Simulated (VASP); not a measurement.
# SiC (F-43m) in VASP: a series of runs

Runs on SiC. Level: PBE. Tasks: density of states.

Everything below comes from runs of VASP 6.6.1. Logs are shortened: lines on timing, memory, paths and dates and some standing lists are left out, and cuts for length are marked.

**1. The cell of the first run**

It takes space group F-43m (No. 216, cubic). Conventional cell: a = 4.354 Å, b = 4.354 Å, c = 4.354 Å, α = 90.00°, β = 90.00°, γ = 90.00°. Si (site symmetry -43m) has 4 C at 1.89 Å within 2.5 Å. C (site symmetry -43m) has 4 Si at 1.89 Å within 2.5 Å.

**2. Density of states, PBE**

Contents of POSCAR:

```
SiC
1.0
    0.0000000000      2.1769970000      2.1769970000
    2.1769970000      0.0000000000      2.1769970000
    2.1769970000      2.1769970000      0.0000000000
Si C
1 1
Direct
    0.2500000000      0.2500000000      0.2500000000
    0.0000000000      0.0000000000      0.0000000000
```

Contents of INCAR.step1:

```
SYSTEM = SiC
PREC = Accurate
ENCUT = 520
EDIFF = 1E-6
ISMEAR = 0
SIGMA = 0.01
LREAL = .FALSE.
LASPH = .TRUE.
NELM = 120
ALGO = Normal
ISIF = 2
LWAVE = .FALSE.
LCHARG = .TRUE.
GGA = PE
NBANDS = 11
GGA_COMPAT = .FALSE.
NEDOS = 2001
LORBIT = 11
```

Contents of KPOINTS.step1:

```
regular mesh
0
G
  9 9 9
  0 0 0
```

Contents of INCAR.step2:

```
SYSTEM = SiC
PREC = Accurate
ENCUT = 520
EDIFF = 1E-6
ISMEAR = -5
SIGMA = 0.01
LREAL = .FALSE.
LASPH = .TRUE.
NELM = 120
ALGO = Normal
ISIF = 2
LWAVE = .FALSE.
LCHARG = .FALSE.
GGA = PE
LORBIT = 11
NEDOS = 2001
ICHARG = 11
GGA_COMPAT = .FALSE.
```

Contents of KPOINTS.step2:

```
regular mesh
0
G
  14 14 14
  0 0 0
```

Potentials or basis: VASP PAW PBE potentials, release 64 (Si, C).

Run with:

```
> cat potpaw_PBE.64/Si/POTCAR potpaw_PBE.64/C/POTCAR > POTCAR
> cp INCAR.step1 INCAR
> cp KPOINTS.step1 KPOINTS
> mpirun -np 1 vasp_std > vasp.out
> cp INCAR.step2 INCAR
> cp KPOINTS.step2 KPOINTS
> mpirun -np 1 vasp_std > vasp.out
```

OUTCAR:

```text
SYSTEM = SiC
   PREC = Accurate
   ENCUT = 520
   EDIFF = 1E-6
   ISMEAR = -5
   LREAL = .FALSE.
   LASPH = .TRUE.
   NELM = 120
   ISIF = 2
   GGA = PE
   LORBIT = 11
   ICHARG = 11

 ion  position               nearest neighbor table
   1  0.250  0.250  0.250-   2 1.89   2 1.89   2 1.89   2 1.89
   2  0.000  0.000  0.000-   1 1.89   1 1.89   1 1.89   1 1.89

  LATTYP: Found a face centered cubic cell.
 ALAT       =     4.3539940000

  Lattice vectors:

 A1 = (   0.0000000000,   2.1769970000,   2.1769970000)
 A2 = (   2.1769970000,   0.0000000000,   2.1769970000)
 A3 = (   2.1769970000,   2.1769970000,   0.0000000000)

Analysis of symmetry for initial positions (statically):
=====================================================================
 Subroutine PRICEL returns:
 Original cell was already a primitive cell.

 Routine SETGRP: Setting up the symmetry group for a
 face centered cubic supercell.

 Subroutine GETGRP returns: Found 24 space group operations
 (whereof 24 operations were pure point group operations)
 out of a pool of 48 trial point group operations.

The static configuration has the point symmetry T_d .

Analysis of symmetry for dynamics (positions and initial velocities):
=====================================================================
 Subroutine PRICEL returns:
 Original cell was already a primitive cell.

 Routine SETGRP: Setting up the symmetry group for a
 face centered cubic supercell.

 Subroutine GETGRP returns: Found 24 space group operations
 (whereof 24 operations were pure point group operations)
 out of a pool of 48 trial point group operations.

The dynamic configuration has the point symmetry T_d .

 Subroutine INISYM returns: Found 24 space group operations
 (whereof 24 operations are pure point group operations),
 and found     1 'primitive' translations

----------------------------------------------------------------------------------------

                                     Primitive cell

  volume of cell :      20.6350

  direct lattice vectors                    reciprocal lattice vectors
     0.000000000  2.176997000  2.176997000    -0.229674180  0.229674180  0.229674180
     2.176997000  0.000000000  2.176997000     0.229674180 -0.229674180  0.229674180
     2.176997000  2.176997000  0.000000000     0.229674180  0.229674180 -0.229674180

  length of vectors
     3.078738683  3.078738683  3.078738683     0.397807348  0.397807348  0.397807348

  position of ions in fractional coordinates (direct lattice)
     0.250000000  0.250000000  0.250000000
     0.000000000  0.000000000  0.000000000

  ion indices of the primitive-cell ions
   primitive index   ion index
                 1           1
                 2           2

----------------------------------------------------------------------------------------

 KPOINTS: regular mesh

Automatic generation of k-mesh.
 Grid dimensions read from file:
 generate k-points for:   14   14   14

 Generating k-lattice:

  Cartesian coordinates                     Fractional coordinates (reciprocal lattice)
    -0.016405299  0.016405299  0.016405299     0.071428571  0.000000000  0.000000000
     0.016405299 -0.016405299  0.016405299     0.000000000  0.071428571  0.000000000
     0.016405299  0.016405299 -0.016405299     0.000000000  0.000000000  0.071428571

  Length of vectors
     0.028414811  0.028414811  0.028414811

  Shift w.r.t. Gamma in fractional coordinates (k-lattice)
     0.000000000  0.000000000  0.000000000

 TETIRR: Found    389 inequivalent tetrahedra from    16464

 Subroutine IBZKPT returns following result:
 ===========================================

 Found    104 irreducible k-points:

 Following reciprocal coordinates:
            Coordinates               Weight
  0.000000  0.000000  0.000000      1.000000
  0.071429  0.000000  0.000000      8.000000
  0.142857  0.000000  0.000000      8.000000
  0.214286  0.000000  0.000000      8.000000
  0.285714  0.000000  0.000000      8.000000
  0.357143  0.000000  0.000000      8.000000
[... 16 lines left out ...]
  0.214286  0.142857  0.000000     24.000000
  0.285714  0.142857  0.000000     24.000000
 [... further k-points ...]
   k-points           NKPTS =    104   k-points in BZ     NKDIM =    104   number of bands    NBANDS=      8
   number of dos      NEDOS =   2001   number of ions     NIONS =      2
   total plane-waves  NPLWV =  13824
   dimension x,y,z NGX =    24 NGY =   24 NGZ =   24
   dimension x,y,z NGXF=    48 NGYF=   48 NGZF=   48
   ions per type =               1   1
   NGX,Y,Z   is equivalent  to a cutoff of  12.96, 12.96, 12.96 a.u.
   NGXF,Y,Z  is equivalent  to a cutoff of  25.92, 25.92, 25.92 a.u.
 SYSTEM =  SiC
   PREC   = accura    normal or accurate (medium, high low for compatibility)
   ISTART =      0    job   : 0-new  1-cont  2-samecut
   ICHARG =     11    charge: 1-file 2-atom 10-const
   ISPIN  =      1    spin polarized calculation?
   LNONCOLLINEAR =      F non collinear calculations
   LSORBIT =      F    spin-orbit coupling
   LASPH  =      T    aspherical Exc in radial PAW
   ENCUT  =  520.0 eV  38.22 Ry    6.18 a.u.   5.72  5.72  5.72*2*pi/ulx,y,z
   NELM   =    120;   NELMIN=  2; NELMDL=  0     # of ELM steps
   EDIFF  = 0.1E-05   stopping-criterion for ELM
   LREAL  =      F    real-space projection
   EDIFFG = 0.1E-04   stopping-criterion for IOM
   NSW    =      0    number of steps for IOM
   IBRION =     -1    ionic relax: 0-MD 1-quasi-New 2-CG
   NFREE  =      0    steps in history (QN), initial steepest desc. (CG)
   ISIF   =      2    stress and relaxation
   ISYM   =      2    0-nonsym 1-usesym 2-fastsym
   POTIM  = 0.5000    time-step for ionic-motion
   TEBEG  =    0.0;   TEEND  =   0.0 temperature during run
   PSTRESS=    0.0 pullay stress
   NELECT =       8.0000    total number of electrons
   NUPDOWN=      -1.0000    fix difference up-down
   EMIN   =  10.00;   EMAX   =-10.00  energy-range for DOS
   EFERMI =   0.00;   METHOD = LEGACY
   ISMEAR =    -5;   SIGMA  =   0.01  broadening in eV -4-tet -1-fermi 0-gaus
   EFERMI_NEDOS =   21; number of points for ismear=-14 and -15
   IALGO  =     38    algorithm
   IMIX   =      4    mixing-type and parameters
     AMIX     =   0.40;   BMIX     =  1.00
     AMIX_MAG =   1.60;   BMIX_MAG =  1.00
  volume/ion in A,a.u.               =      10.32        69.63
  Fermi-wavevector in a.u.,A,eV,Ry     =   1.193723  2.255810 19.387966  1.424975
  Thomas-Fermi vector in A             =   2.329731
   LORBIT       =     11    0 simple, 1 ext, 2 COOP (PROOUT), +10 PAW based schemes
   GGA     = PE    functional components
   LHFCALC =     F    Hartree Fock is set to
   AEXX    =    0.0000 exact exchange contribution
   IVDW    =     0    specifies the selected vdW correction
   LEPSILON=     F    determine dielectric tensor
   LRPA    =     F    only Hartree local field effects (RPA)
 non-spin polarized calculation
 Fermi weights with tetrahedron method with Bloechl corrections
  energy-cutoff  :      520.00
  volume of cell :       20.63
 maximum number of plane-waves:       568

 number of electron       8.0000001 magnetization

 Free energy of the ion-electron system (eV)
  ---------------------------------------------------
  ext. energy  EPLUGINS =         0.00000000
  ---------------------------------------------------
  free energy    TOTEN  =       -15.05659383 eV

  energy without entropy =      -15.05659383  energy(sigma->0) =      -15.05659383

 E-fermi :   8.1465     XC(G=0): -11.3682

 val. band max:        8.1382292175   @ k =   0.0000   0.0000   0.0000
 cond. band min:       9.4923975731   @ k =   0.5000   0.5000   0.0000
 fundamental gap:      1.3541683556
 Fermi energy:         8.1464841139

 k-point     1 :       0.0000    0.0000    0.0000
  band No.  band energies     occupation
      1      -7.2868      2.00000
      2       8.1382      2.00000
      3       8.1382      2.00000
      4       8.1382      2.00000
      5      14.4045      0.00000
      6      15.4646      0.00000
      7      15.4646      0.00000
      8      15.4646      0.00000

 k-point     2 :       0.0714    0.0000    0.0000
  band No.  band energies     occupation
      1      -7.1868      2.00000
      2       7.5913      2.00000
      3       8.0675      2.00000
      4       8.0675      2.00000
      5      14.6093      0.00000
      6      15.5587      0.00000
      7      15.5971      0.00000
      8      15.5971      0.00000

 k-point     3 :       0.1429    0.0000    0.0000
  band No.  band energies     occupation
      1      -6.8887      2.00000
      2       6.2850      2.00000
      3       7.8840      2.00000
      4       7.8840      2.00000
      5      14.5911      0.00000
      6      15.8929      0.00000
      7      15.8929      0.00000
      8      16.2109      0.00000

 k-point     4 :       0.2143    0.0000    0.0000
  band No.  band energies     occupation
      1      -6.3999      2.00000
      2       4.6761      2.00000
      3       7.6496      2.00000
      4       7.6496      2.00000
      5      14.3056      0.00000
      6      16.0826      0.00000
      7      16.0826      0.00000
      8      17.1226      0.00000

 k-point     5 :       0.2857    0.0000    0.0000
  band No.  band energies     occupation
      1      -5.7371      2.00000
      2       3.0161      2.00000
      3       7.4223      2.00000
      4       7.4223      2.00000
      5      14.0105      0.00000
      6      15.9748      0.00000
      7      15.9748      0.00000
      8      17.8216      0.00000
[... 177 lines left out ...]
 k-point    22 :       0.1429    0.1429    0.0000
  band No.  band energies     occupation
      1      -6.7558      2.00000
      2       6.7438      2.00000
      3       7.2682      2.00000
      4       7.2682      2.00000
      5      14.0769      0.00000
      6      15.4941      0.00000
      7      16.8025      0.00000
      8      16.8025      0.00000

 k-point    23 :       0.2143    0.1429    0.0000
  band No.  band energies     occupation
      1      -6.3960      2.00000
      2       5.6501      2.00000
      3       6.9336      2.00000
      4       7.1014      2.00000
      5      13.7061      0.00000
      6      15.5714      0.00000
      7      17.0980      0.00000
      8      17.3141      0.00000

 k-point    24 :       0.2857    0.1429    0.0000
  band No.  band energies     occupation
      1      -5.8520      2.00000
      2       4.1850      2.00000
      3       6.6689      2.00000
      4       6.8323      2.00000
      5      13.5247      0.00000
      6      15.8094      0.00000
      7      16.8917      0.00000
      8      17.5121      0.00000

 [... further k-points ...]
[... 5 lines left out ...]
  --------------------------------------------------------------------------------------
  -------------------------------------------------------------------------------------
  Total        0.4920648      0.4920648      0.4920648      0.0000000      0.0000000      0.0000000
  in kB       38.2058094     38.2058094     38.2058094      0.0000000      0.0000000      0.0000000
  external PRESSURE =      38.2058094 kB  Pullay stress =       0.0000000 kB

 VOLUME and BASIS-vectors are now :
 -----------------------------------------------------------------------------
  energy-cutoff  :      520.00
  volume of cell :       20.63
      direct lattice vectors                 reciprocal lattice vectors
     0.000000000  2.176997000  2.176997000    -0.229674180  0.229674180  0.229674180
     2.176997000  0.000000000  2.176997000     0.229674180 -0.229674180  0.229674180
     2.176997000  2.176997000  0.000000000     0.229674180  0.229674180 -0.229674180

 POSITION                                       TOTAL-FORCE (eV/Angst)
 -----------------------------------------------------------------------------------
      1.08850      1.08850      1.08850        -0.000000     -0.000000     -0.000000
      0.00000      0.00000      0.00000         0.000000      0.000000      0.000000
 -----------------------------------------------------------------------------------
    total drift:                               -0.000000     -0.000000     -0.000000

  FREE ENERGIE OF THE ION-ELECTRON SYSTEM (eV)
  ---------------------------------------------------
  free  energy   TOTEN  =       -15.0565938263 eV

  energy  without entropy=      -15.0565938263  energy(sigma->0) =      -15.05659383

 total charge

# of ion       s       p       d       tot
------------------------------------------
    1        0.708   0.974   0.000   1.682
    2        0.838   1.711   0.000   2.549
--------------------------------------------------
tot          1.546   2.685   0.000   4.231
```

Run time: 21 s. Hardware: 1 thread of AMD EPYC 9R45 (Zen 5), shared host; peak memory 0.11 GiB.

What came out:

| Item | Value |
| --- | --- |
| Valence electrons inside the program's atomic spheres | Si 1.68; C 2.55 |

**3. Density of states, PBE**

POSCAR is that of step 2.

Contents of INCAR.step1:

```
PREC = Accurate
ENCUT = 520
EDIFF = 1E-6
ISMEAR = 0
SIGMA = 0.01
LREAL = False
LASPH = True
NELM = 120
ALGO = Normal
ISIF = 2
LWAVE = False
LCHARG = True
GGA = PE
NBANDS = 11
GGA_COMPAT = False
NEDOS = 2001
LORBIT = 11
```

Contents of KPOINTS.step1:

```
Automatic mesh
0
Gamma
  9 9 9
```

Contents of INCAR.step2:

```
PREC = Accurate
ENCUT = 520
EDIFF = 1E-6
ISMEAR = -5
SIGMA = 0.01
LREAL = False
LASPH = True
NELM = 120
ALGO = Normal
ISIF = 2
LWAVE = False
LCHARG = False
GGA = PE
LORBIT = 11
NBANDS = 11
NEDOS = 2001
ICHARG = 11
GGA_COMPAT = False
```

Contents of KPOINTS.step2:

```
Automatic mesh
0
Gamma
  14 14 14
```

Potentials or basis: VASP PAW PBE potentials, release 64 (Si, C).

Run with:

```
> cat potpaw_PBE.64/Si/POTCAR potpaw_PBE.64/C/POTCAR > POTCAR
> cp INCAR.step1 INCAR
> cp KPOINTS.step1 KPOINTS
> mpirun -np 1 vasp_std > vasp.out
> cp INCAR.step2 INCAR
> cp KPOINTS.step2 KPOINTS
> mpirun -np 1 vasp_std > vasp.out
```

OUTCAR:

```text
PREC = Accurate
   ENCUT = 520
   EDIFF = 1E-6
   ISMEAR = -5
   LREAL = False
   LASPH = True
   NELM = 120
   ISIF = 2
   GGA = PE
   LORBIT = 11
   ICHARG = 11

 ion  position               nearest neighbor table
   1  0.250  0.250  0.250-   2 1.89   2 1.89   2 1.89   2 1.89
   2  0.000  0.000  0.000-   1 1.89   1 1.89   1 1.89   1 1.89

  LATTYP: Found a face centered cubic cell.
 ALAT       =     4.3539940000

  Lattice vectors:

 A1 = (   0.0000000000,   2.1769970000,   2.1769970000)
 A2 = (   2.1769970000,   0.0000000000,   2.1769970000)
 A3 = (   2.1769970000,   2.1769970000,   0.0000000000)

Analysis of symmetry for initial positions (statically):
=====================================================================
 Subroutine PRICEL returns:
 Original cell was already a primitive cell.

 Routine SETGRP: Setting up the symmetry group for a
 face centered cubic supercell.

 Subroutine GETGRP returns: Found 24 space group operations
 (whereof 24 operations were pure point group operations)
 out of a pool of 48 trial point group operations.

The static configuration has the point symmetry T_d .

Analysis of symmetry for dynamics (positions and initial velocities):
=====================================================================
 Subroutine PRICEL returns:
 Original cell was already a primitive cell.

 Routine SETGRP: Setting up the symmetry group for a
 face centered cubic supercell.

 Subroutine GETGRP returns: Found 24 space group operations
 (whereof 24 operations were pure point group operations)
 out of a pool of 48 trial point group operations.

The dynamic configuration has the point symmetry T_d .

 Subroutine INISYM returns: Found 24 space group operations
 (whereof 24 operations are pure point group operations),
 and found     1 'primitive' translations

[... 122 lines left out ...]
   LHFCALC =     F    Hartree Fock is set to
   AEXX    =    0.0000 exact exchange contribution
   IVDW    =     0    specifies the selected vdW correction
   LEPSILON=     F    determine dielectric tensor
   LRPA    =     F    only Hartree local field effects (RPA)
 non-spin polarized calculation
 Fermi weights with tetrahedron method with Bloechl corrections
  energy-cutoff  :      520.00
  volume of cell :       20.63
 maximum number of plane-waves:       568

 number of electron       8.0000001 magnetization

 Free energy of the ion-electron system (eV)
  ---------------------------------------------------
  ext. energy  EPLUGINS =         0.00000000
  ---------------------------------------------------
  free energy    TOTEN  =       -15.05659383 eV

  energy without entropy =      -15.05659383  energy(sigma->0) =      -15.05659383

 E-fermi :   8.1412     XC(G=0): -11.3682

 val. band max:        8.1382292176   @ k =   0.0000   0.0000   0.0000
 cond. band min:       9.4923975731   @ k =   0.5000   0.5000   0.0000
 fundamental gap:      1.3541683555
 Fermi energy:         8.1411749807

 k-point     1 :       0.0000    0.0000    0.0000
  band No.  band energies     occupation
      1      -7.2868      2.00000
      2       8.1382      2.00000
      3       8.1382      2.00000
      4       8.1382      2.00000
      5      14.4045      0.00000
      6      15.4646      0.00000
      7      15.4646      0.00000
      8      15.4646      0.00000
      9      22.6607      0.00000
     10      22.6607      0.00000
     11      24.6619      0.00000
[... 309 lines left out ...]
 k-point    24 :       0.2857    0.1429    0.0000
  band No.  band energies     occupation
      1      -5.8520      2.00000
      2       4.1850      2.00000
      3       6.6689      2.00000
      4       6.8323      2.00000
      5      13.5247      0.00000
      6      15.8094      0.00000
      7      16.8917      0.00000
      8      17.5121      0.00000
      9      20.1578      0.00000
     10      23.5130      0.00000
     11      25.5218      0.00000

 [... further k-points ...]
[... 5 lines left out ...]
  --------------------------------------------------------------------------------------
  -------------------------------------------------------------------------------------
  Total        0.4920453      0.4920453      0.4920453      0.0000000     -0.0000000     -0.0000000
  in kB       38.2042946     38.2042946     38.2042946      0.0000000     -0.0000000     -0.0000000
  external PRESSURE =      38.2042946 kB  Pullay stress =       0.0000000 kB

 VOLUME and BASIS-vectors are now :
 -----------------------------------------------------------------------------
  energy-cutoff  :      520.00
  volume of cell :       20.63
      direct lattice vectors                 reciprocal lattice vectors
     0.000000000  2.176997000  2.176997000    -0.229674180  0.229674180  0.229674180
     2.176997000  0.000000000  2.176997000     0.229674180 -0.229674180  0.229674180
     2.176997000  2.176997000  0.000000000     0.229674180  0.229674180 -0.229674180

 POSITION                                       TOTAL-FORCE (eV/Angst)
 -----------------------------------------------------------------------------------
      1.08850      1.08850      1.08850        -0.000000     -0.000000     -0.000000
      0.00000      0.00000      0.00000         0.000000      0.000000      0.000000
 -----------------------------------------------------------------------------------
    total drift:                               -0.000000     -0.000000     -0.000000

  FREE ENERGIE OF THE ION-ELECTRON SYSTEM (eV)
  ---------------------------------------------------
  free  energy   TOTEN  =       -15.0565938259 eV

  energy  without entropy=      -15.0565938259  energy(sigma->0) =      -15.05659383

 total charge

# of ion       s       p       d       tot
------------------------------------------
    1        0.708   0.974   0.000   1.682
    2        0.838   1.711   0.000   2.549
--------------------------------------------------
tot          1.546   2.685   0.000   4.231
```

It took 23 s on 1 thread of AMD EPYC 9R45 (Zen 5), shared host; peak memory 0.1 GiB.

Results:

- Valence electrons inside the program's atomic spheres: Si 1.68; C 2.55
